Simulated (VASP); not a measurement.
Write the native input for VASP 6.6.1 that does the following.

* Task: single point
* Functional: PBEsol
* Potentials or basis: VASP PAW PBE potentials, release 64 (Sb)
* Cutoff: 520 eV
* k mesh: 9 × 9 × 9
* Occupations: fermi-dirac, width 0.15 eV
* Spin: no spin polarisation
* Dipole correction: no
* Further INCAR settings: ALGO = Normal; EDIFF = 1e-07; NBANDS = 8

The structure of Sb lies in POSCAR:

```
Sb
1.0
    3.1600000000      0.0000000000      0.0000000000
    0.0000000000      3.1600000000      0.0000000000
    0.0000000000      0.0000000000      3.1600000000
Sb
1
Direct
    0.0000000000      0.0000000000      0.0000000000
```

These files were run (other wordings do the same):

INCAR

```
  ALGO = Normal
  EDIFF = 1E-7
  ENCUT = 520
  GGA = PS
  ISIF = 2
  ISMEAR = -1
  LASPH = True
  LCHARG = True
  LELF = True
  LREAL = False
  LVHAR = True
  LWAVE = False
  NBANDS = 8
  NELM = 100
  PREC = Accurate
  SIGMA = 0.15
```

KPOINTS

```
k-points
0
Gamma
  9 9 9
```

Potentials or basis: VASP PAW PBE potentials, release 64 (Sb).

The run is started by

```sh
$ cat potpaw_PBE.64/Sb/POTCAR > POTCAR
$ mpirun -np 1 vasp_std > vasp.out
```

Results of the run:

```json
{"Pressure": "-4.8 GPa"}
```

Caveat: the PAW data sets were made with another functional, which shifts forces and pressure a little.

Wall time 5.8 s on 1 thread of Intel Xeon 6975P-C, on a shared host, peak memory 0.14 GiB.
